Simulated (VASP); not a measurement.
# Be16B (a cell with a defect) in VASP: a series of runs

Be16B (a cell with a defect) is run at these levels: PBE; tasks: single point.

Program: VASP 6.6.1. These are calculated values, not measurements. Logs are shortened: lines on timing, memory, paths and dates and some standing lists are left out, and cuts for length are marked.

### 1 The cell of the first run

The cell holds a defect, 17 atoms: a = 4.580 Å, b = 3.966 Å, c = 7.177 Å, α = 90.00°, β = 90.00°, γ = 90.00°.

### 2 Single point, PBE

Contents of INCAR:

```
PREC = Accurate
ENCUT = 520
EDIFF = 1E-7
ISMEAR = 0
SIGMA = 0.1
LREAL = Auto
LASPH = T
NELM = 80
ALGO = Normal
ISIF = 2
LWAVE = F
LCHARG = F
GGA = PE
NBANDS = 32
```

Contents of KPOINTS:

```
regular mesh
0
Gamma
  5 5 3
```

Contents of POSCAR:

```
Be16B
1.0
   -2.2900000000     -3.9663960000      0.0000000000
    3.4350000000     -1.9831980000      0.0000000000
    0.0000000000      0.0000000000      7.1768600000
Be B
16 1
Direct
    0.7718977152      0.4854048814      0.0179291501
    0.5063141830      0.2730551613      0.2620559688
    0.7393658693      0.4937062127      0.5167503616
    0.4971990793      0.3369036075      0.7585031615
    0.5137383189      0.0012270015      0.0034077577
    0.1897175367      0.8690827246      0.2302375969
    0.4748424517      0.0079834685      0.5134008466
    0.2510886501      0.8392949079      0.7400131813
    0.2782307266      0.5372568745     -0.0038136455
    0.0330074700      0.3903030877      0.2516284280
    0.2549123853      0.5238667721      0.4950465803
    0.0068453264      0.3578925174      0.7414489066
    0.0551347303      0.0462802132     -0.0345107749
    0.6329475968      0.7508343513      0.2832507531
   -0.0343802426      0.0096050202      0.4730614781
    0.7529882293      0.8457665342      0.7482040893
    0.8282058185      0.0501663244      0.1631538026
```

Potentials or basis: VASP PAW PBE potentials, release 64 (Be, B).

On the command line:

```console
cat potpaw_PBE.64/Be/POTCAR potpaw_PBE.64/B/POTCAR > POTCAR
mpirun -np 1 vasp_std > vasp.out
```

OUTCAR:

```text
PREC = Accurate
   ENCUT = 520
   EDIFF = 1E-7
   ISMEAR = 0
   LREAL = Auto
   LASPH = T
   NELM = 80
   ISIF = 2
   GGA = PE

 ion  position               nearest neighbor table
   1  0.772  0.485  0.018-  17 2.03  10 2.09  13 2.20   5 2.26  14 2.27   9 2.28   2 2.29  12 2.31
                             4 2.32   9 2.33   5 2.37
   2  0.506  0.273  0.262-  17 1.86  14 1.99   7 2.09   5 2.15  14 2.16   6 2.17  10 2.22  11 2.26
                             3 2.29   1 2.29
   3  0.739  0.494  0.517-  14 2.02  12 2.10   4 2.15  16 2.17  15 2.20  11 2.23   7 2.28   2 2.29
                            15 2.32  10 2.37  11 2.37   7 2.37
   4  0.497  0.337  0.759-   9 2.13   3 2.15   7 2.19   5 2.21  12 2.25  16 2.27   8 2.28   8 2.29
                            11 2.31   1 2.32  16 2.33  12 2.34
   5  0.514  0.001  0.003-  17 1.85  13 2.13   9 2.13   2 2.15   4 2.21  16 2.22   1 2.26   6 2.26
                            14 2.31   8 2.33   1 2.37   9 2.38
   6  0.190  0.869  0.230-  17 1.87  10 2.04  15 2.10  13 2.12  14 2.12   9 2.17   2 2.17  10 2.19
                             5 2.26  11 2.36
   7  0.475  0.008  0.513-   8 2.04  14 2.07   2 2.09  11 2.17   4 2.19  16 2.21  15 2.27   3 2.28
                            11 2.28  15 2.35   3 2.37
   8  0.251  0.839  0.740-  13 2.02   7 2.04  11 2.16   9 2.20  12 2.21   4 2.28  16 2.28   4 2.29
                            16 2.30   5 2.33  12 2.34
   9  0.278  0.537  0.996-   4 2.13   5 2.13   6 2.17   8 2.20  13 2.21  10 2.23  13 2.27   1 2.28
                            12 2.32   1 2.33   5 2.38
  10  0.033  0.390  0.252-  17 1.76   6 2.04  11 2.09   1 2.09   6 2.19  15 2.21   2 2.22   9 2.23
                            14 2.34   3 2.37
  11  0.255  0.524  0.495-  10 2.09   8 2.16   7 2.17  12 2.20   3 2.23   2 2.26   7 2.28   4 2.31
                            15 2.34   6 2.36   3 2.37
  12  0.007  0.358  0.741-  13 2.04   3 2.10  11 2.20   8 2.21   4 2.25  16 2.26   1 2.31   9 2.32
                             4 2.34  16 2.34   8 2.34  15 2.38
  13  0.055  0.046  0.965-  17 1.76   8 2.02  12 2.04   6 2.12   5 2.13   1 2.20   9 2.21  16 2.23
                             9 2.27
  14  0.633  0.751  0.283-  17 1.72   2 1.99   3 2.02   7 2.07   6 2.12   2 2.16   1 2.27  15 2.29
                             5 2.31  10 2.34
  15  0.966  0.010  0.473-   6 2.10   3 2.20  10 2.21   7 2.27  14 2.29  16 2.30   3 2.32  11 2.34
                             7 2.35  12 2.38
  16  0.753  0.846  0.748-   3 2.17   7 2.21   5 2.22  13 2.23  12 2.26   4 2.27   8 2.28  15 2.30
                             8 2.30   4 2.33  12 2.34
  17  0.828  0.050  0.163-  14 1.72  13 1.76  10 1.76   5 1.85   2 1.86   6 1.87   1 2.03

  LATTYP: Found a simple orthorhombic cell.
 ALAT       =     3.9663962620
 B/A-ratio  =     1.1547004875
 C/A-ratio  =     1.8094157835

  Lattice vectors:

 A1 = (  -3.4350000000,   1.9831980000,   0.0000000000)
 A2 = (  -2.2900000000,  -3.9663960000,   0.0000000000)
 A3 = (   0.0000000000,   0.0000000000,   7.1768600000)

Analysis of symmetry for initial positions (statically):
=====================================================================
 Subroutine PRICEL returns:
 Original cell was already a primitive cell.

 Routine SETGRP: Setting up the symmetry group for a
 simple orthorhombic supercell.

 Subroutine GETGRP returns: Found  1 space group operations
 (whereof  1 operations were pure point group operations)
 out of a pool of  8 trial point group operations.

The static configuration has the point symmetry C_1 .

Analysis of symmetry for dynamics (positions and initial velocities):
=====================================================================
 Subroutine PRICEL returns:
 Original cell was already a primitive cell.

 Routine SETGRP: Setting up the symmetry group for a
 simple orthorhombic supercell.

 Subroutine GETGRP returns: Found  1 space group operations
 (whereof  1 operations were pure point group operations)
 out of a pool of  8 trial point group operations.

The dynamic configuration has the point symmetry C_1 .

 Subroutine INISYM returns: Found  1 space group operations
 (whereof  1 operations are pure point group operations),
 and found     1 'primitive' translations

----------------------------------------------------------------------------------------

                                     Primitive cell

  volume of cell :     130.3755

  direct lattice vectors                    reciprocal lattice vectors
    -2.290000000 -3.966396000  0.000000000    -0.109170306 -0.189088533  0.000000000
     3.435000000 -1.983198000  0.000000000     0.218340611 -0.126059022  0.000000000
[... 55 lines left out ...]
    -0.021834061 -0.037817707  0.000000000     0.200000000  0.000000000  0.000000000
     0.043668122 -0.025211804  0.000000000     0.000000000  0.200000000  0.000000000
     0.000000000  0.000000000  0.046445567     0.000000000  0.000000000  0.333333333

  Length of vectors
     0.043668125  0.050423605  0.046445567

  Shift w.r.t. Gamma in fractional coordinates (k-lattice)
     0.000000000  0.000000000  0.000000000

 Subroutine IBZKPT returns following result:
 ===========================================

 Found     38 irreducible k-points:

 Following reciprocal coordinates:
            Coordinates               Weight
  0.000000  0.000000  0.000000      1.000000
  0.200000  0.000000  0.000000      2.000000
  0.400000  0.000000  0.000000      2.000000
  0.000000  0.200000  0.000000      2.000000
  0.200000  0.200000  0.000000      2.000000
 -0.200000  0.200000  0.000000      2.000000
[... 16 lines left out ...]
  0.200000 -0.200000 -0.333333      2.000000
 -0.200000 -0.200000  0.333333      2.000000
 [... further k-points ...]
   k-points           NKPTS =     38   k-points in BZ     NKDIM =     38   number of bands    NBANDS=     32
   number of dos      NEDOS =    301   number of ions     NIONS =     17
   total plane-waves  NPLWV =  58320
   dimension x,y,z NGX =    36 NGY =   30 NGZ =   54
   dimension x,y,z NGXF=    72 NGYF=   60 NGZF=  108
   ions per type =              16   1
   NGX,Y,Z   is equivalent  to a cutoff of  13.07, 12.57, 12.51 a.u.
   NGXF,Y,Z  is equivalent  to a cutoff of  26.13, 25.15, 25.02 a.u.
 SYSTEM =  unknown system
   PREC   = accura    normal or accurate (medium, high low for compatibility)
   ISTART =      0    job   : 0-new  1-cont  2-samecut
   ICHARG =      2    charge: 1-file 2-atom 10-const
   ISPIN  =      1    spin polarized calculation?
   LNONCOLLINEAR =      F non collinear calculations
   LSORBIT =      F    spin-orbit coupling
   LASPH  =      T    aspherical Exc in radial PAW
   ENCUT  =  520.0 eV  38.22 Ry    6.18 a.u.   8.52  7.37 13.34*2*pi/ulx,y,z
   NELM   =     80;   NELMIN=  2; NELMDL= -5     # of ELM steps
   EDIFF  = 0.1E-06   stopping-criterion for ELM
   LREAL  =      T    real-space projection
   EDIFFG = 0.1E-05   stopping-criterion for IOM
   NSW    =      0    number of steps for IOM
   IBRION =     -1    ionic relax: 0-MD 1-quasi-New 2-CG
   NFREE  =      0    steps in history (QN), initial steepest desc. (CG)
   ISIF   =      2    stress and relaxation
   ISYM   =      2    0-nonsym 1-usesym 2-fastsym
   POTIM  = 0.5000    time-step for ionic-motion
   TEBEG  =    0.0;   TEEND  =   0.0 temperature during run
   PSTRESS=    0.0 pullay stress
   NELECT =      35.0000    total number of electrons
   NUPDOWN=      -1.0000    fix difference up-down
   EMIN   =  10.00;   EMAX   =-10.00  energy-range for DOS
   EFERMI =   0.00;   METHOD = LEGACY
   ISMEAR =     0;   SIGMA  =   0.10  broadening in eV -4-tet -1-fermi 0-gaus
   EFERMI_NEDOS =   21; number of points for ismear=-14 and -15
   IALGO  =     38    algorithm
   IMIX   =      4    mixing-type and parameters
     AMIX     =   0.40;   BMIX     =  1.00
     AMIX_MAG =   1.60;   BMIX_MAG =  1.00
  volume/ion in A,a.u.               =       7.67        51.75
  Fermi-wavevector in a.u.,A,eV,Ry     =   1.056085  1.995711 15.174786  1.115315
  Thomas-Fermi vector in A             =   2.191307
   LORBIT       =      0    0 simple, 1 ext, 2 COOP (PROOUT), +10 PAW based schemes
   GGA     = PE    functional components
   LHFCALC =     F    Hartree Fock is set to
   AEXX    =    0.0000 exact exchange contribution
   IVDW    =     0    specifies the selected vdW correction
   LEPSILON=     F    determine dielectric tensor
   LRPA    =     F    only Hartree local field effects (RPA)
 non-spin polarized calculation
 Gauss-broadening in eV      SIGMA  =   0.10
  energy-cutoff  :      520.00
  volume of cell :      130.38
 maximum number of plane-waves:      3529
 NGX is ok and might be reduce to    36
   NGX = 17   NGY = 15   NGZ = 27

 number of electron      35.0000000 magnetization

 Free energy of the ion-electron system (eV)
  ---------------------------------------------------
  ext. energy  EPLUGINS =         0.00000000
  ---------------------------------------------------
  free energy    TOTEN  =       -63.28656351 eV

  energy without entropy =      -63.26936266  energy(sigma->0) =      -63.27796309

 E-fermi :   7.3880     XC(G=0): -10.7375

 val. band max:        7.3805994842   @ k =   0.4000   0.0000  -0.3333
 cond. band min:       7.3942327305   @ k =   0.0000   0.2000  -0.3333
 fundamental gap:      0.0136332462
 Fermi energy:         7.3879606447

 k-point     1 :       0.0000    0.0000    0.0000
  band No.  band energies     occupation
      1      -4.9496      2.00000
      2      -2.6927      2.00000
      3      -2.2026      2.00000
      4       0.2108      2.00000
      5       0.6122      2.00000
      6       1.6926      2.00000
[... 757 lines left out ...]
     28      12.0185      0.00000
     29      12.7243      0.00000

 [... further k-points ...]

 [bands above 29 left out]

------------------------ aborting loop because EDIFF is reached ----------------------------------------

  FORCE on cell =-STRESS in cart. coord.  units (eV):
  Direction    XX          YY          ZZ          XY          YZ          ZX
  --------------------------------------------------------------------------------------
  -------------------------------------------------------------------------------------
  Total        3.8021253      9.9675830      7.7790497     -2.8336376      7.5859856      0.7978529
  in kB       46.7241038    122.4910678     95.5963047    -34.8224127     93.2237504      9.8047691
  external PRESSURE =      88.2704921 kB  Pullay stress =       0.0000000 kB

 VOLUME and BASIS-vectors are now :
 -----------------------------------------------------------------------------
  energy-cutoff  :      520.00
  volume of cell :      130.38
      direct lattice vectors                 reciprocal lattice vectors
    -2.290000000 -3.966396000  0.000000000    -0.109170306 -0.189088533  0.000000000
     3.435000000 -1.983198000  0.000000000     0.218340611 -0.126059022  0.000000000
     0.000000000  0.000000000  7.176860000     0.000000000  0.000000000  0.139336702

 POSITION                                       TOTAL-FORCE (eV/Angst)
 -----------------------------------------------------------------------------------
     -0.10028     -4.02431      0.12868         0.055685     -0.045154      0.031528
     -0.22152     -2.54976      1.88074        -0.180372     -0.044003     -0.050193
      0.00273     -3.91174      3.70865        -0.023336     -0.058758      0.052397
      0.01868     -2.64023      5.44367         0.008528     -0.052756     -0.019746
     -1.17225     -2.04012      0.02446        -0.108001     -0.038206     -0.018407
      2.55085     -2.47606      1.65238         0.034159      0.043242     -0.058795
[... 9 lines left out ...]
      1.18086     -4.66397      5.36976        -0.003327     -0.069729      0.012886
     -1.72427     -3.38448      1.17093        -0.247062     -0.007734     -0.111055
 -----------------------------------------------------------------------------------
    total drift:                                0.001606     -0.001947      0.002097

  FREE ENERGIE OF THE ION-ELECTRON SYSTEM (eV)
  ---------------------------------------------------
  free  energy   TOTEN  =       -63.2865635136 eV

  energy  without entropy=      -63.2693626601  energy(sigma->0) =      -63.27796309
```

It took 2.8 min on 1 thread of Intel Xeon Platinum 8488C (Sapphire Rapids), shared host; peak memory 0.27 GiB.

Results:

| Property | Result |
| --- | --- |
| Free energy | -63.2866 eV |
| Pressure | 8.8 GPa |
| Largest force | 0.423 eV/Å |
| Band gap on the k mesh | zero (an odd number of electrons rules out a gap without spin polarisation) |

Forces on the atoms (eV/Å):
```
Be   0.056 -0.045  0.032
Be  -0.180 -0.044 -0.050
Be  -0.023 -0.059  0.052
Be   0.009 -0.053 -0.020
Be  -0.108 -0.038 -0.018
Be   0.034  0.043 -0.059
Be   0.108  0.025  0.094
Be   0.002 -0.045 -0.018
Be  -0.009  0.009  0.151
Be   0.085  0.087  0.185
Be  -0.046 -0.027 -0.083
Be   0.046 -0.059 -0.047
Be   0.006 -0.171 -0.096
Be   0.254  0.338  0.002
Be   0.017  0.115 -0.027
Be  -0.003 -0.070  0.013
B   -0.247 -0.008 -0.111
```

### 3 Single point, PBE

Contents of INCAR:

```
SYSTEM = Be16B
PREC = Accurate ; ENCUT = 520
EDIFF = 1E-7 ; ISMEAR = 0
SIGMA = 0.1 ; LREAL = Auto
LASPH = .True. ; NELM = 60
ALGO = Normal ; ISIF = 2
LWAVE = .False. ; LCHARG = .False.
GGA = PE ; NBANDS = 32
```

Contents of KPOINTS:

```
Automatic mesh
0
Gamma
  5 5 3
  0 0 0
```

Contents of POSCAR:

```
Be16B
1.0
   -2.2900000000     -3.9663960000      0.0000000000
    3.4350000000     -1.9831980000      0.0000000000
    0.0000000000      0.0000000000      7.1768600000
Be B
16 1
Direct
    0.7829758351      0.5451224636      0.0060355086
    0.5485016715      0.2374660343      0.2668339636
    0.7351305168      0.4832095730      0.5156314879
    0.5004985133      0.3420947876      0.7602083641
    0.5294974793      0.0089074898      0.0014054893
    0.2125949397      0.8971410224      0.2294230346
    0.4582219291      0.0065648378      0.5124051465
    0.2557700729      0.8407454052      0.7453475475
    0.2854701667      0.5318723964      0.0071539643
   -0.0083207875      0.4106385434      0.2513868182
    0.2515032797      0.5191011676      0.4902876746
    0.0106873888      0.3692821311      0.7414482099
    0.0520220991      0.0687978478     -0.0343031632
    0.5880951141      0.7242846613      0.2801059238
   -0.0623793421     -0.0035678874      0.4494985272
    0.7612795701      0.8645403830      0.7367450389
    0.8503549908     -0.0290559159      0.1691700827
```

Potentials or basis: VASP PAW PBE potentials, release 64 (Be, B).

On the command line:

```console
cat potpaw_PBE.64/Be/POTCAR potpaw_PBE.64/B/POTCAR > POTCAR
mpirun -np 1 vasp_std > vasp.out
```

Run time: 2.9 min. Hardware: 1 thread of Intel Xeon Platinum 8488C (Sapphire Rapids), shared host; peak memory 0.28 GiB.

Results (log left out):

```yaml
Free_energy: -63.4620 eV
Pressure: 8.8 GPa
Largest_force: 0.037 eV/Å
Band_gap_on_the_k_mesh: zero (an odd number of electrons rules out a gap without spin polarisation)
```

Forces in eV/Å, atoms in the order of the input:
```
Be   0.000  0.009 -0.019
Be   0.021  0.009  0.002
Be   0.014 -0.004 -0.007
Be   0.000 -0.004  0.002
Be   0.005  0.008 -0.002
Be  -0.017 -0.032  0.001
Be   0.009  0.007  0.004
Be   0.000  0.001  0.000
Be   0.002 -0.013  0.013
Be  -0.005 -0.014 -0.006
Be  -0.010  0.006 -0.003
Be  -0.014  0.007 -0.006
Be  -0.012  0.008 -0.006
Be  -0.001  0.020 -0.009
Be  -0.004 -0.007  0.024
Be  -0.007  0.003  0.006
B    0.018 -0.002  0.008
```

Stress tensor (GPa, compression positive):
```
 6.49  1.26 -1.48
 1.26 12.11 11.78
-1.48 11.78  7.82
```

Levels at points of the mesh, in eV from the Fermi level:
| k point | band 14 | band 15 | band 16 | band 17 | band 18 | band 19 | band 20 | band 21 |
| --- | --- | --- | --- | --- | --- | --- | --- | --- |
| (0.00, 0.00, 0.00) | -3.54 | -2.23 | -1.19 | -0.47 | 0.36 | 0.65 | 1.00 | 1.58 |

The gap in the log of VASP goes by the Fermi energy; the results here count the filled bands.